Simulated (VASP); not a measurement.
# LiCl (R3m) in VASP: notebook

LiCl is run at these levels: PBE; tasks: single point.

Program: VASP 6.6.1. These are calculated values, not measurements. Logs are shortened: lines on timing, memory, paths and dates and some standing lists are left out, and cuts for length are marked.

### 1 The cell of the first run

It takes space group R3m (No. 160, trigonal). Conventional cell: a = 9.593 Å, b = 9.593 Å, c = 3.353 Å, α = 90.00°, β = 90.00°, γ = 120.00°. Li (site symmetry m) has 4 Cl at 2.06 to 2.23 Å within 2.7 Å. Cl (site symmetry m) has 4 Li at 2.06 to 2.23 Å within 2.7 Å.

### 2 Single point, PBE

The input, INCAR:

```
SYSTEM = LiCl
ALGO = Normal
EDIFF = 1E-6
ENCUT = 520
GGA = PE
ISIF = 2
ISMEAR = 0
LASPH = .True.
LCHARG = .False.
LREAL = .False.
LWAVE = .False.
NBANDS = 24
NELM = 100
PREC = Accurate
SIGMA = 0.1
```

The input, KPOINTS:

```
k-points
0
Gamma
  6 6 6
  0 0 0
```

The input, POSCAR:

```
LiCl
1.0
    4.7966712000      2.7693594100      1.1175374100
   -4.7966712000      2.7693594100      1.1175374100
    0.0000000000     -5.5387188200      1.1175374100
Li Cl
3 3
Direct
    0.8062090300      0.1851480000      0.8062090300
    0.1851480000      0.8062090300      0.8062090300
    0.8062090300      0.8062090300      0.1851480000
    0.1937909700      0.1937909700      0.8148520000
    0.8148520000      0.1937909700      0.1937909700
    0.1937909700      0.8148520000      0.1937909700
```

Potentials or basis: VASP PAW PBE potentials, release 64 (Li_sv, Cl).

The run is started by

```
$ cat potpaw_PBE.64/Li_sv/POTCAR potpaw_PBE.64/Cl/POTCAR > POTCAR
$ mpirun -np 1 vasp_std > vasp.out
```

OUTCAR:

```text
SYSTEM = LiCl
   EDIFF = 1E-6
   ENCUT = 520
   GGA = PE
   ISIF = 2
   ISMEAR = 0
   LASPH = .True.
   LREAL = .False.
   NELM = 100
   PREC = Accurate

 ion  position               nearest neighbor table
   1  0.806  0.185  0.806-   6 2.06   4 2.15   5 2.15   6 2.23
   2  0.185  0.806  0.806-   5 2.06   4 2.15   6 2.15   5 2.23
   3  0.806  0.806  0.185-   4 2.06   5 2.15   6 2.15   4 2.23
   4  0.194  0.194  0.815-   3 2.06   2 2.15   1 2.15   3 2.23
   5  0.815  0.194  0.194-   2 2.06   3 2.15   1 2.15   2 2.23
   6  0.194  0.815  0.194-   1 2.06   3 2.15   2 2.15   1 2.23

  LATTYP: Found a trigonal (rhomboedric) cell.
 ALAT       =     5.6503359197
 COS(alpha) =    -0.4413231398

  Lattice vectors:

 A1 = (   4.7966712000,   2.7693594100,   1.1175374100)
 A2 = (  -4.7966712000,   2.7693594100,   1.1175374100)
 A3 = (   0.0000000000,  -5.5387188200,   1.1175374100)

Analysis of symmetry for initial positions (statically):
=====================================================================
 Subroutine PRICEL returns:
 Original cell was already a primitive cell.

 Routine SETGRP: Setting up the symmetry group for a
 trigonal (rhombohedral) supercell.

 Subroutine GETGRP returns: Found  6 space group operations
 (whereof  6 operations were pure point group operations)
 out of a pool of 12 trial point group operations.

The static configuration has the point symmetry C_3v.

Analysis of symmetry for dynamics (positions and initial velocities):
=====================================================================
 Subroutine PRICEL returns:
 Original cell was already a primitive cell.

 Routine SETGRP: Setting up the symmetry group for a
 trigonal (rhombohedral) supercell.

 Subroutine GETGRP returns: Found  6 space group operations
 (whereof  6 operations were pure point group operations)
 out of a pool of 12 trial point group operations.

The dynamic configuration has the point symmetry C_3v.

 Subroutine INISYM returns: Found  6 space group operations
 (whereof  6 operations are pure point group operations),
 and found     1 'primitive' translations

----------------------------------------------------------------------------------------

                                     Primitive cell

  volume of cell :      89.0702

  direct lattice vectors                    reciprocal lattice vectors
     4.796671200  2.769359410  1.117537410     0.104238956  0.060182389  0.298274877
    -4.796671200  2.769359410  1.117537410    -0.104238956  0.060182389  0.298274877
     0.000000000 -5.538718820  1.117537410     0.000000000 -0.120364779  0.298274877

  length of vectors
     5.650335920  5.650335920  5.650335922     0.321645118  0.321645118  0.321645118

  position of ions in fractional coordinates (direct lattice)
     0.806209030  0.185148000  0.806209030
     0.185148000  0.806209030  0.806209030
     0.806209030  0.806209030  0.185148000
     0.193790970  0.193790970  0.814852000
     0.814852000  0.193790970  0.193790970
     0.193790970  0.814852000  0.193790970

  ion indices of the primitive-cell ions
   primitive index   ion index
                 1           1
                 2           2
                 3           3
                 4           4
                 5           5
                 6           6

----------------------------------------------------------------------------------------

 KPOINTS: k-points

Automatic generation of k-mesh.
 Grid dimensions read from file:
 generate k-points for:    6    6    6

 Generating k-lattice:

  Cartesian coordinates                     Fractional coordinates (reciprocal lattice)
     0.017373159  0.010030398  0.049712479     0.166666667 -0.000000000  0.000000000
    -0.017373159  0.010030398  0.049712479    -0.000000000  0.166666667  0.000000000
     0.000000000 -0.020060796  0.049712479     0.000000000  0.000000000  0.166666667

  Length of vectors
     0.053607520  0.053607520  0.053607520

  Shift w.r.t. Gamma in fractional coordinates (k-lattice)
     0.000000000  0.000000000  0.000000000

 Subroutine IBZKPT returns following result:
 ===========================================

 Found     32 irreducible k-points:

 Following reciprocal coordinates:
            Coordinates               Weight
  0.000000  0.000000  0.000000      1.000000
  0.166667 -0.000000  0.000000      6.000000
  0.333333 -0.000000  0.000000      6.000000
  0.500000 -0.000000  0.000000      3.000000
  0.166667  0.166667  0.000000      6.000000
  0.333333  0.166667  0.000000     12.000000
[... 16 lines left out ...]
  0.500000  0.500000  0.166667      6.000000
 -0.333333  0.500000  0.166667     12.000000
 [... further k-points ...]
   k-points           NKPTS =     32   k-points in BZ     NKDIM =     32   number of bands    NBANDS=     24
   number of dos      NEDOS =    301   number of ions     NIONS =      6
   total plane-waves  NPLWV =  74088
   dimension x,y,z NGX =    42 NGY =   42 NGZ =   42
   dimension x,y,z NGXF=    84 NGYF=   84 NGZF=   84
   ions per type =               3   3
   NGX,Y,Z   is equivalent  to a cutoff of  12.36, 12.36, 12.36 a.u.
   NGXF,Y,Z  is equivalent  to a cutoff of  24.71, 24.71, 24.71 a.u.
 SYSTEM =  LiCl
   PREC   = accura    normal or accurate (medium, high low for compatibility)
   ISTART =      0    job   : 0-new  1-cont  2-samecut
   ICHARG =      2    charge: 1-file 2-atom 10-const
   ISPIN  =      1    spin polarized calculation?
   LNONCOLLINEAR =      F non collinear calculations
   LSORBIT =      F    spin-orbit coupling
   LASPH  =      T    aspherical Exc in radial PAW
   ENCUT  =  520.0 eV  38.22 Ry    6.18 a.u.  10.51 10.51 10.51*2*pi/ulx,y,z
   NELM   =    100;   NELMIN=  2; NELMDL= -5     # of ELM steps
   EDIFF  = 0.1E-05   stopping-criterion for ELM
   LREAL  =      F    real-space projection
   EDIFFG = 0.1E-04   stopping-criterion for IOM
   NSW    =      0    number of steps for IOM
   IBRION =     -1    ionic relax: 0-MD 1-quasi-New 2-CG
   NFREE  =      0    steps in history (QN), initial steepest desc. (CG)
   ISIF   =      2    stress and relaxation
   ISYM   =      2    0-nonsym 1-usesym 2-fastsym
   POTIM  = 0.5000    time-step for ionic-motion
   TEBEG  =    0.0;   TEEND  =   0.0 temperature during run
   PSTRESS=    0.0 pullay stress
   NELECT =      30.0000    total number of electrons
   NUPDOWN=      -1.0000    fix difference up-down
   EMIN   =  10.00;   EMAX   =-10.00  energy-range for DOS
   EFERMI =   0.00;   METHOD = LEGACY
   ISMEAR =     0;   SIGMA  =   0.10  broadening in eV -4-tet -1-fermi 0-gaus
   EFERMI_NEDOS =   21; number of points for ismear=-14 and -15
   IALGO  =     38    algorithm
   IMIX   =      4    mixing-type and parameters
     AMIX     =   0.40;   BMIX     =  1.00
     AMIX_MAG =   1.60;   BMIX_MAG =  1.00
  volume/ion in A,a.u.               =      14.85       100.18
  Fermi-wavevector in a.u.,A,eV,Ry     =   1.139037  2.152467 17.652261  1.297405
  Thomas-Fermi vector in A             =   2.275741
   LORBIT       =      0    0 simple, 1 ext, 2 COOP (PROOUT), +10 PAW based schemes
   GGA     = PE    functional components
   LHFCALC =     F    Hartree Fock is set to
   AEXX    =    0.0000 exact exchange contribution
   IVDW    =     0    specifies the selected vdW correction
   LEPSILON=     F    determine dielectric tensor
   LRPA    =     F    only Hartree local field effects (RPA)
 non-spin polarized calculation
 Gauss-broadening in eV      SIGMA  =   0.10
  energy-cutoff  :      520.00
  volume of cell :       89.07
 maximum number of plane-waves:      2425
 NGX is ok and might be reduce to    42
   NGX = 21   NGY = 21   NGZ = 21

 number of electron      30.0000008 magnetization

 Free energy of the ion-electron system (eV)
  ---------------------------------------------------
  ext. energy  EPLUGINS =         0.00000000
  ---------------------------------------------------
  free energy    TOTEN  =       -20.43377427 eV

  energy without entropy =      -20.43377427  energy(sigma->0) =      -20.43377427

 E-fermi :   1.9185     XC(G=0):  -9.0436

 val. band max:        1.5056120632   @ k =   0.0000   0.0000   0.0000
 cond. band min:       8.1631556960   @ k =   0.0000   0.0000   0.0000
 fundamental gap:      6.6575436328
 Fermi energy:         1.9185205139

 k-point     1 :       0.0000    0.0000    0.0000
  band No.  band energies     occupation
      1     -41.3106      2.00000
      2     -41.2988      2.00000
      3     -41.2988      2.00000
      4     -12.5688      2.00000
      5     -11.6720      2.00000
      6     -11.6720      2.00000
[... 16 lines left out ...]
     23      13.4157      0.00000
     24      13.4217      0.00000

 k-point     2 :       0.1667   -0.0000    0.0000
  band No.  band energies     occupation
      1     -41.3088      2.00000
      2     -41.2985      2.00000
      3     -41.2982      2.00000
      4     -12.4419      2.00000
      5     -11.6397      2.00000
      6     -11.6196      2.00000
[... 16 lines left out ...]
     23      12.8685      0.00000
     24      12.9011      0.00000

 k-point     3 :       0.3333   -0.0000    0.0000
  band No.  band energies     occupation
      1     -41.3048      2.00000
      2     -41.2983      2.00000
      3     -41.2970      2.00000
      4     -12.1329      2.00000
      5     -11.6128      2.00000
      6     -11.5106      2.00000
[... 16 lines left out ...]
     23      13.3226      0.00000
     24      13.6593      0.00000

 k-point     4 :       0.5000   -0.0000    0.0000
  band No.  band energies     occupation
      1     -41.3020      2.00000
      2     -41.2990      2.00000
      3     -41.2964      2.00000
      4     -11.8979      2.00000
      5     -11.6703      2.00000
      6     -11.4540      2.00000
[... 16 lines left out ...]
     23      13.4362      0.00000
     24      14.0049      0.00000

 k-point     5 :       0.1667    0.1667    0.0000
  band No.  band energies     occupation
      1     -41.3054      2.00000
      2     -41.2978      2.00000
      3     -41.2968      2.00000
      4     -12.1750      2.00000
      5     -11.5754      2.00000
      6     -11.4941      2.00000
[... 16 lines left out ...]
     23      13.1726      0.00000
     24      13.8587      0.00000

 k-point     6 :       0.3333    0.1667    0.0000
  band No.  band energies     occupation
      1     -41.3021      2.00000
      2     -41.2988      2.00000
      3     -41.2965      2.00000
      4     -11.9038      2.00000
      5     -11.6555      2.00000
      6     -11.4630      2.00000
[... 16 lines left out ...]
     23      13.0909      0.00000
     24      13.9481      0.00000
[... 379 lines left out ...]
 k-point    21 :      -0.3333    0.3333    0.1667
  band No.  band energies     occupation
      1     -41.3062      2.00000
      2     -41.3010      2.00000
      3     -41.2982      2.00000
      4     -12.2678      2.00000
      5     -11.8568      2.00000
      6     -11.6309      2.00000
[... 16 lines left out ...]
     23      13.2716      0.00000
     24      13.7647      0.00000

 k-point    22 :      -0.1667    0.3333    0.1667
  band No.  band energies     occupation
      1     -41.3043      2.00000
      2     -41.2991      2.00000
      3     -41.2966      2.00000
      4     -12.1030      2.00000
      5     -11.6862      2.00000
      6     -11.4731      2.00000
[... 16 lines left out ...]
     23      13.5244      0.00000
     24      13.8076      0.00000

 k-point    23 :       0.5000    0.5000    0.1667
  band No.  band energies     occupation
      1     -41.3046      2.00000
      2     -41.3024      2.00000
      3     -41.2984      2.00000
      4     -12.1488      2.00000
      5     -11.9779      2.00000
      6     -11.6470      2.00000
[... 16 lines left out ...]
     23      13.3939      0.00000
     24      13.8337      0.00000

 k-point    24 :      -0.3333    0.5000    0.1667
  band No.  band energies     occupation
      1     -41.3027      2.00000
      2     -41.3007      2.00000
      3     -41.2966      2.00000
      4     -11.9844      2.00000
      5     -11.8162      2.00000
      6     -11.4798      2.00000
[... 16 lines left out ...]
     23      13.5860      0.00000
     24      14.0096      0.00000

 [... further k-points ...]
[... 5 lines left out ...]
  --------------------------------------------------------------------------------------
  -------------------------------------------------------------------------------------
  Total       10.3405596     10.3405596      9.6964413      0.0000000      0.0000000      0.0000000
  in kB      186.0038926    186.0038928    174.4176224      0.0000000      0.0000000      0.0000000
  external PRESSURE =     182.1418026 kB  Pullay stress =       0.0000000 kB

 VOLUME and BASIS-vectors are now :
 -----------------------------------------------------------------------------
  energy-cutoff  :      520.00
  volume of cell :       89.07
      direct lattice vectors                 reciprocal lattice vectors
     4.796671200  2.769359410  1.117537410     0.104238956  0.060182389  0.298274877
    -4.796671200  2.769359410  1.117537410    -0.104238956  0.060182389  0.298274877
     0.000000000 -5.538718820  1.117537410     0.000000000 -0.120364779  0.298274877

 POSITION                                       TOTAL-FORCE (eV/Angst)
 -----------------------------------------------------------------------------------
      2.97903     -1.71994      2.00885         0.220757     -0.127454     -0.721083
     -2.97903     -1.71994      2.00885        -0.220757     -0.127454     -0.721083
      0.00000      3.43988      2.00885         0.000000      0.254908     -0.721083
      0.00000     -3.43988      1.34376         0.000000     -0.741429      0.721083
      2.97903      1.71994      1.34376         0.642096      0.370714      0.721083
     -2.97903      1.71994      1.34376        -0.642096      0.370714      0.721083
 -----------------------------------------------------------------------------------
    total drift:                                0.000000      0.000003      0.000346

  FREE ENERGIE OF THE ION-ELECTRON SYSTEM (eV)
  ---------------------------------------------------
  free  energy   TOTEN  =       -20.4337742726 eV

  energy  without entropy=      -20.4337742726  energy(sigma->0) =      -20.43377427
```

Run time: 67 s. Hardware: 1 thread of AMD EPYC 9R14 (Zen 4), shared host; peak memory 0.23 GiB.

Results:

```
Free energy            : -20.4338 eV
Largest force          : 1.034 eV/Å
Band gap on the k mesh : 6.66 eV, direct
```

Forces on the atoms (eV/Å):
```
Li   0.221 -0.127 -0.721
Li  -0.221 -0.127 -0.721
Li   0.000  0.255 -0.721
Cl   0.000 -0.741  0.721
Cl   0.642  0.371  0.721
Cl  -0.642  0.371  0.721
```

Levels at points of the mesh, in eV from the valence-band top:
| k point | band 12 | band 13 | band 14 | band 15 | band 16 | band 17 | band 18 | band 19 |
| --- | --- | --- | --- | --- | --- | --- | --- | --- |
| (0.00, 0.00, 0.00) | -0.86 | -0.19 | 0.00 | 0.00 | 6.66 | 8.97 | 8.97 | 9.07 |
| (0.50, 0.00, 0.00) | -1.79 | -1.06 | -0.99 | -0.58 | 7.25 | 8.05 | 8.22 | 8.50 |
| (0.50, 0.50, 0.00) | -0.75 | -0.74 | -0.57 | -0.17 | 7.45 | 7.82 | 8.18 | 9.57 |
| (0.50, 0.50, 0.50) | -1.98 | -0.81 | -0.81 | -0.34 | 7.34 | 7.34 | 7.34 | 10.19 |

Caveat: the cutoff is under 1.25 times the usual one of these potentials, so pressure, stress and relaxed cells hold a basis-set (Pulay) error; forces of over 1 eV/Å act on the atoms, so gaps and moduli don't describe the material at rest.

### 3 Single point, PBE

This run uses another cell than the first one, of 20.73 Å³/atom, 1.396 times its volume.

The input, INCAR:

```
SYSTEM = LiCl
PREC = Accurate
ENCUT = 520
EDIFF = 1E-7
ISMEAR = 0
SIGMA = 0.1
LREAL = .FALSE.
LASPH = .TRUE.
NELM = 80
ALGO = Normal
ISIF = 2
LWAVE = .FALSE.
LCHARG = .FALSE.
GGA = PE
NBANDS = 24
```

The input, KPOINTS:

```
regular mesh
0
G
  6 6 6
  0 0 0
```

The input, POSCAR:

```
LiCl
1.0
    5.3916495094      3.1128702956      1.2348926980
   -5.3916495094      3.1128702956      1.2348926980
    0.0000000000     -6.2257405913      1.2348926980
Li Cl
3 3
Direct
    0.7990451475      0.1869221344      0.7990451475
    0.1869221344      0.7990451475      0.7990451475
    0.7990451475      0.7990451475      0.1869221344
    0.1927496356      0.1927496356      0.8294882994
    0.8294882994      0.1927496356      0.1927496356
    0.1927496356      0.8294882994      0.1927496356
```

Potentials or basis: VASP PAW PBE potentials, release 64 (Li_sv, Cl).

The run is started by

```
$ cat potpaw_PBE.64/Li_sv/POTCAR potpaw_PBE.64/Cl/POTCAR > POTCAR
$ mpirun -np 1 vasp_std > vasp.out
```

Run time: 1.9 min. Hardware: 1 thread of AMD EPYC 9R14 (Zen 4), shared host; peak memory 0.3 GiB.

It converged, with:

- Free energy: -22.0541 eV
- Largest force: 0.008 eV/Å
- Band gap on the k mesh: 5.75 eV, direct

Forces in eV/Å, atoms in the order of the input:
```
Li   0.004 -0.002 -0.007
Li  -0.004 -0.002 -0.007
Li   0.000  0.004 -0.007
Cl   0.000  0.000  0.007
Cl   0.000  0.000  0.007
Cl   0.000  0.000  0.007
```

Levels at points of the mesh, in eV from the valence-band top:
```tsv
k point	band 11	band 12	band 13	band 14	band 15	band 16	band 17	band 18	band 19	band 20
(0.00, 0.00, 0.00)	-0.36	-0.36	-0.03	0.00	0.00	5.75	8.78	8.78	9.17	10.01
(0.50, 0.00, 0.00)	-1.16	-0.99	-0.60	-0.41	-0.36	7.59	7.77	8.01	8.30	9.47
(0.50, 0.50, 0.00)	-0.65	-0.45	-0.30	-0.19	-0.02	7.15	7.35	7.39	9.04	9.52
(0.50, 0.50, 0.50)	-1.09	-1.09	-0.44	-0.44	-0.24	7.18	7.18	7.49	9.65	9.65
```

Caveat: the cutoff is under 1.25 times the usual one of these potentials, so pressure, stress and relaxed cells hold a basis-set (Pulay) error. A k mesh can miss the band edges.

### 4 Single point, PBE

This run uses another cell than the first one, of 20.83 Å³/atom, 1.403 times its volume.

The input, INCAR:

```
SYSTEM = LiCl
PREC = Accurate
ENCUT = 520
EDIFF = 1E-6
ISMEAR = 0
SIGMA = 0.02
LREAL = .False.
LASPH = .True.
NELM = 60
ALGO = Normal
ISIF = 2
LWAVE = .False.
LCHARG = .False.
GGA = PE
NBANDS = 24
```

The input, KPOINTS:

```
Automatic mesh
0
Gamma
  6 6 6
  0 0 0
```

The input, POSCAR:

```
LiCl
1.0
    5.4018626351      3.1187668465      1.2364890186
   -5.4018626351      3.1187668465      1.2364890186
    0.0000000000     -6.2375336931      1.2364890185
Li Cl
3 3
Direct
    0.7991333562      0.1864739082      0.7991333562
    0.1864739082      0.7991333562      0.7991333562
    0.7991333562      0.7991333562      0.1864739082
    0.1929445374      0.1929445374      0.8293703045
    0.8293703045      0.1929445374      0.1929445374
    0.1929445374      0.8293703045      0.1929445374
```

The run is started by

```
$ cat potpaw_PBE.64/Li_sv/POTCAR potpaw_PBE.64/Cl/POTCAR > POTCAR
$ mpirun -np 1 vasp_std > vasp.out
```

Run time: 1.7 min. Hardware: 1 thread of AMD EPYC 9R14 (Zen 4), shared host; peak memory 0.3 GiB.

It converged, with:

* Free energy: -22.0544 eV
* Band gap on the k mesh: 5.73 eV, direct

Levels at points of the mesh, in eV from the valence-band top:
| k point | band 13 | band 14 | band 15 | band 16 | band 17 | band 18 |
| --- | --- | --- | --- | --- | --- | --- |
| (0.00, 0.00, 0.00) | -0.02 | 0.00 | 0.00 | 5.73 | 8.77 | 8.77 |
| (0.50, 0.00, 0.00) | -0.60 | -0.40 | -0.36 | 7.58 | 7.77 | 8.00 |
| (0.50, 0.50, 0.00) | -0.30 | -0.18 | -0.02 | 7.13 | 7.33 | 7.38 |
| (0.50, 0.50, 0.50) | -0.44 | -0.44 | -0.24 | 7.18 | 7.18 | 7.48 |

Caveat: the cutoff is under 1.25 times the usual one of these potentials, so pressure, stress and relaxed cells hold a basis-set (Pulay) error.

### 5 Summary

| cell | smearing | gap on the mesh (eV) | largest force (eV/Å) |
| --- | --- | --- | --- |
| a = 5.650 Å, angles 116.2°, 6 atoms | gaussian 0.1 eV | 6.66 | 1.03 |
| a = 6.347 Å, angles 116.3°, 6 atoms | gaussian 0.1 eV | 5.75 | 0.01 |
| a = 6.359 Å, angles 116.3°, 6 atoms | gaussian 0.02 eV | 5.73 | - |

Alike in all rows: task single point; level PBE; potentials or basis VASP PAW PBE potentials, release 64 (Li_sv, Cl); no spin polarisation; k mesh 6 × 6 × 6; cutoff (eV) 520.

Caveats: the cutoff is under 1.25 times the usual one of these potentials, so pressure, stress and relaxed cells hold a basis-set (Pulay) error; forces of over 1 eV/Å act on the atoms, so gaps and moduli don't describe the material at rest (some runs).

Absolute energies hang on the potentials; compare differences alone.
